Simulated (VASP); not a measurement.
Here is a VASP 6.6.1 calculation.

File INCAR:

```
  PREC = Accurate
  ENCUT = 520
  EDIFF = 1E-7
  ISMEAR = -1
  SIGMA = 0.1
  LREAL = F
  LASPH = T
  NELM = 150
  ALGO = Normal
  ISIF = 2
  LWAVE = F
  LCHARG = F
  ISPIN = 2
  MAGMOM = 0.4 0.4
  LORBIT = 11
  LMAXMIX = 4
  GGA = PE
  NBANDS = 21
  ISYM = 0
```

Contents of KPOINTS:

```
Automatic mesh
0
Gamma
  12 7 10
```

File POSCAR:

```
Ni
1.0
    0.0000000000     -1.7584000000     -1.7584000000
   -3.5168000000     -1.7584000000     -1.7584000000
    0.0000000000      1.7584000000     -1.7584000000
Ni
2
Direct
    0.0000000000      0.0000000000      0.0000000000
    0.0000000000      0.5000000000      0.5000000000
```

Potentials or basis: VASP PAW PBE potentials, release 64 (Ni).

Launch:

```console
$ cat potpaw_PBE.64/Ni/POTCAR > POTCAR
$ mpirun -np 1 vasp_std > vasp.out
```

Problem. What does it give for the site moments?

Solution. Ni +0.64 μB.

Problem. What does it give for the net moment?

Solution. 1.25 μB per cell.

Problem. Predict the pressure.

Solution. 0.7 GPa.
